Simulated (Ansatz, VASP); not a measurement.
**Two plane-wave programs on SiC**

POSCAR

```
SiC
1.0
    4.3600000000      0.0000000000      0.0000000000
    0.0000000000      4.3600000000      0.0000000000
    0.0000000000      0.0000000000      4.3600000000
Si C
4 4
Direct
    0.0000000000      0.0000000000      0.0000000000
    0.0000000000      0.5000000000      0.5000000000
    0.5000000000      0.0000000000      0.5000000000
    0.5000000000      0.5000000000      0.0000000000
    0.2500000000      0.2500000000      0.2500000000
    0.2500000000      0.7500000000      0.7500000000
    0.7500000000      0.2500000000      0.7500000000
    0.7500000000      0.7500000000      0.2500000000
```

INCAR.step1

```
ALGO = Normal
EDIFF = 1E-4
ENCUT = 600
GGA = PE
ISMEAR = 0
LASPH = True
LCHARG = False
LREAL = False
LWAVE = True
NELM = 60
PREC = Accurate
SIGMA = 0.01
```

The input INCAR.step2:

```
ALGO = Normal
EDIFF = 1E-6
EDIFFG = -0.002
ENCUT = 600
IBRION = 2
ISIF = 3
ISMEAR = 0
ISTART = 1
LASPH = True
LCHARG = False
LMIXTAU = True
LREAL = False
LWAVE = False
METAGGA = R2SCAN
NELM = 60
NSW = 80
PREC = Accurate
SIGMA = 0.01
```

KPOINTS

```
k-points
0
Gamma
  6 6 6
```

Input for Ansatz:

```yaml
crystal:
  lattice:
    - [4.36, 0.0, 0.0]
    - [0.0, 4.36, 0.0]
    - [0.0, 0.0, 4.36]
  atoms:
    - { symbol: Si, position: [0.0, 0.0, 0.0] }
    - { symbol: Si, position: [0.0, 0.5, 0.5] }
    - { symbol: Si, position: [0.5, 0.0, 0.5] }
    - { symbol: Si, position: [0.5, 0.5, 0.0] }
    - { symbol: C, position: [0.25, 0.25, 0.25] }
    - { symbol: C, position: [0.25, 0.75, 0.75] }
    - { symbol: C, position: [0.75, 0.25, 0.75] }
    - { symbol: C, position: [0.75, 0.75, 0.25] }
scf:
  occupations: { method: fixed }
output:
  forces: true
  stress: true
  eigenvalues: true
  write_density: true
  write_potential: true
  elf: true
  volumetric_format: npy
hamiltonian:
  xc: r2scan
kpoints:
  mp_grid: { grid: [6, 6, 6] }
basis:
  ecutwfc: 500
relax:
  f_tol: 0.002
  max_steps: 60
  cell: { stress_tol: 0.05 }
```

Alike in both runs: task relaxation of cell and atoms; functional r2SCAN; k mesh 6 × 6 × 6; no spin polarisation.

|  | VASP | Ansatz |
| --- | --- | --- |
| version | VASP 6.6.1 | Ansatz 0.2.0 |
| potentials or method | VASP PAW PBE potentials, release 64 (Si, C), cutoff 600 eV | scalar-relativistic, plane waves, PAW |
| occupations | gaussian, width 0.01 eV | fixed |
| valence electrons in the cell | 32 | 32 |

```csv
,VASP,Ansatz,Ansatz less VASP
"gap on the k mesh at the Fermi level, each at its own relaxed structure (eV)",1.72,1.71,-0.011
relaxed volume (Å³/atom),10.32,10.33,+0.016
relaxed length of the cell vector where the two differ most in proportion (Å),4.354,4.356,+0.0023
```

VASP's potentials were made for PBE, not for r2SCAN.
